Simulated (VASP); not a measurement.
# Sb (R-3m) in VASP: further runs

The runs below take Sb through single point, with PBE.

Everything below comes from runs of VASP 6.6.1. Logs are shortened: lines on timing, memory, paths and dates and some standing lists are left out, and cuts for length are marked.

## Step 1: The cell of the first run

It takes space group R-3m (No. 166, trigonal). Conventional cell: a = 4.337 Å, b = 4.337 Å, c = 11.325 Å, α = 90.00°, β = 90.00°, γ = 120.00°. Within 3.9 Å of Sb (site symmetry 3m) lie 6 Sb at 2.93 to 3.37 Å.

## Step 2: Single point, PBE (30.74 Å³/atom)

File INCAR:

```
SYSTEM = Sb
  PREC = Accurate
  ENCUT = 500
  EDIFF = 1E-6
  ISMEAR = -1
  SIGMA = 0.05
  LREAL = .FALSE.
  LASPH = .TRUE.
  NELM = 120
  ALGO = Normal
  ISIF = 2
  LWAVE = .FALSE.
  LCHARG = .TRUE.
  GGA = PE
  LELF = .TRUE.
  LVHAR = .TRUE.
  NBANDS = 12
  GGA_COMPAT = .FALSE.
```

File KPOINTS:

```
regular mesh
0
G
  9 9 9
  0 0 0
```

File POSCAR:

```
Sb
1.0
    2.1683746945      1.2519117136      3.7749435520
   -2.1683746945      1.2519117136      3.7749435520
    0.0000000000     -2.5038234270      3.7749435520
Sb
2
Direct
    0.2336400000      0.2336400000      0.2336400000
    0.7663600000      0.7663600000      0.7663600000
```

Potentials or basis: VASP PAW PBE potentials, release 64 (Sb).

Run with:

```sh
$ cat potpaw_PBE.64/Sb/POTCAR > POTCAR
$ mpirun -np 1 vasp_std > vasp.out
```

OUTCAR:

```text
SYSTEM = Sb
   PREC = Accurate
   ENCUT = 500
   EDIFF = 1E-6
   ISMEAR = -1
   LREAL = .FALSE.
   LASPH = .TRUE.
   NELM = 120
   ISIF = 2
   GGA = PE

 ion  position               nearest neighbor table
   1  0.234  0.234  0.234-   2 2.93   2 2.93   2 2.93   2 3.37   2 3.37   2 3.37
   2  0.766  0.766  0.766-   1 2.93   1 2.93   1 2.93   1 3.37   1 3.37   1 3.37

  LATTYP: Found a trigonal (rhomboedric) cell.
 ALAT       =     4.5298267710
 COS(alpha) =     0.5417151843

  Lattice vectors:

 A1 = (   2.1683746945,   1.2519117136,   3.7749435520)
 A2 = (  -2.1683746945,   1.2519117136,   3.7749435520)
 A3 = (   0.0000000000,  -2.5038234270,   3.7749435520)

Analysis of symmetry for initial positions (statically):
=====================================================================
 Subroutine PRICEL returns:
 Original cell was already a primitive cell.

 Routine SETGRP: Setting up the symmetry group for a
 trigonal (rhombohedral) supercell.

 Subroutine GETGRP returns: Found 12 space group operations
 (whereof 12 operations were pure point group operations)
 out of a pool of 12 trial point group operations.

The static configuration has the point symmetry D_3d.

Analysis of symmetry for dynamics (positions and initial velocities):
=====================================================================
 Subroutine PRICEL returns:
 Original cell was already a primitive cell.

 Routine SETGRP: Setting up the symmetry group for a
 trigonal (rhombohedral) supercell.

 Subroutine GETGRP returns: Found 12 space group operations
 (whereof 12 operations were pure point group operations)
 out of a pool of 12 trial point group operations.

The dynamic configuration has the point symmetry D_3d.

 Subroutine INISYM returns: Found 12 space group operations
 (whereof 12 operations are pure point group operations),
 and found     1 'primitive' translations

----------------------------------------------------------------------------------------

                                     Primitive cell

  volume of cell :      61.4851

  direct lattice vectors                    reciprocal lattice vectors
     2.168374695  1.251911714  3.774943552     0.230587454  0.133129729  0.088301541
    -2.168374695  1.251911714  3.774943552    -0.230587454  0.133129729  0.088301541
     0.000000000 -2.503823427  3.774943552     0.000000000 -0.266259457  0.088301541

[... 90 lines left out ...]
   ISYM   =      2    0-nonsym 1-usesym 2-fastsym
   POTIM  = 0.5000    time-step for ionic-motion
   TEBEG  =    0.0;   TEEND  =   0.0 temperature during run
   PSTRESS=    0.0 pullay stress
   NELECT =      10.0000    total number of electrons
   NUPDOWN=      -1.0000    fix difference up-down
   EMIN   =  10.00;   EMAX   =-10.00  energy-range for DOS
   EFERMI =   0.00;   METHOD = LEGACY
   ISMEAR =    -1;   SIGMA  =   0.05  broadening in eV -4-tet -1-fermi 0-gaus
   EFERMI_NEDOS =   21; number of points for ismear=-14 and -15
   IALGO  =     38    algorithm
   IMIX   =      4    mixing-type and parameters
     AMIX     =   0.40;   BMIX     =  1.00
     AMIX_MAG =   1.60;   BMIX_MAG =  1.00
  volume/ion in A,a.u.               =      30.74       207.46
  Fermi-wavevector in a.u.,A,eV,Ry     =   0.893617  1.688692 10.864959  0.798552
  Thomas-Fermi vector in A             =   2.015718
   LORBIT       =      0    0 simple, 1 ext, 2 COOP (PROOUT), +10 PAW based schemes
   GGA     = PE    functional components
   LHFCALC =     F    Hartree Fock is set to
   AEXX    =    0.0000 exact exchange contribution
   IVDW    =     0    specifies the selected vdW correction
   LEPSILON=     F    determine dielectric tensor
   LRPA    =     F    only Hartree local field effects (RPA)
 non-spin polarized calculation
  energy-cutoff  :      500.00
  volume of cell :       61.49
 maximum number of plane-waves:      1575
 NGX is ok and might be reduce to    36
   NGX = 17   NGY = 17   NGZ = 17

 number of electron      10.0000000 magnetization

 Free energy of the ion-electron system (eV)
  ---------------------------------------------------
  ext. energy  EPLUGINS =         0.00000000
  ---------------------------------------------------
  free energy    TOTEN  =        -8.27201116 eV

  energy without entropy =       -8.27057700  energy(sigma->0) =       -8.27129408

 E-fermi :   7.0407     XC(G=0):  -9.4551

 val. band max:        6.9669798770   @ k =   0.3333   0.2222   0.2222
 cond. band min:       7.0836041243   @ k =   0.4444   0.0000  -0.0000
 fundamental gap:      0.1166242472
 Fermi energy:         7.0407267274

 k-point     1 :       0.0000    0.0000    0.0000
  band No.  band energies     occupation
      1      -5.5183      2.00000
      2       2.1795      2.00000
      3       5.0555      2.00000
      4       5.2924      2.00000
      5       5.2924      2.00000
      6       9.1278      0.00000
      7       9.7333      0.00000
      8       9.7333      0.00000
      9      12.1529      0.00000
     10      12.1529      0.00000
     11      12.3050      0.00000
     12      13.6985      0.00000
[... 331 lines left out ...]
 k-point    24 :       0.4444    0.4444   -0.0000
  band No.  band energies     occupation
      1      -3.3569      2.00000
      2      -0.8102      2.00000
      3       1.8955      2.00000
      4       3.4549      2.00000
      5       3.5122      2.00000
      6       8.6819      0.00000
      7      11.8277      0.00000
      8      12.4046      0.00000
      9      13.3925      0.00000
     10      15.5702      0.00000
     11      16.6487      0.00000
     12      17.8109      0.00000

 [... further k-points ...]

------------------------ aborting loop because EDIFF is reached ----------------------------------------

  FORCE on cell =-STRESS in cart. coord.  units (eV):
  Direction    XX          YY          ZZ          XY          YZ          ZX
  --------------------------------------------------------------------------------------
  -------------------------------------------------------------------------------------
  Total        0.6793650      0.6793650      0.5775571      0.0000000      0.0000000      0.0000000
  in kB       17.7028820     17.7028820     15.0499745      0.0000000      0.0000000      0.0000000
  external PRESSURE =      16.8185795 kB  Pullay stress =       0.0000000 kB

 VOLUME and BASIS-vectors are now :
 -----------------------------------------------------------------------------
  energy-cutoff  :      500.00
  volume of cell :       61.49
      direct lattice vectors                 reciprocal lattice vectors
     2.168374695  1.251911714  3.774943552     0.230587454  0.133129729  0.088301541
    -2.168374695  1.251911714  3.774943552    -0.230587454  0.133129729  0.088301541
     0.000000000 -2.503823427  3.774943552     0.000000000 -0.266259457  0.088301541

 POSITION                                       TOTAL-FORCE (eV/Angst)
 -----------------------------------------------------------------------------------
      0.00000      0.00000      2.64593         0.000000      0.000000      0.111779
      0.00000      0.00000      8.67890         0.000000     -0.000000     -0.111779
 -----------------------------------------------------------------------------------
    total drift:                                0.000000     -0.000000      0.000000

  FREE ENERGIE OF THE ION-ELECTRON SYSTEM (eV)
  ---------------------------------------------------
  free  energy   TOTEN  =        -8.2720111597 eV

  energy  without entropy=       -8.2705769996  energy(sigma->0) =       -8.27129408
```

Run time: 56 s. Hardware: 1 thread of Intel Xeon 8259CL, shared host; peak memory 0.22 GiB.

What came out:

```
Free energy   : -8.2720 eV
Pressure      : 1.7 GPa
Largest force : 0.112 eV/Å
```

Forces in eV/Å, atoms in the order of the input:
```
Sb   0.000  0.000  0.112
Sb   0.000  0.000 -0.112
```

Caveat: spin-orbit coupling is left out, which moves the levels of the heavy elements.

(Continued in part 2 of 2.)
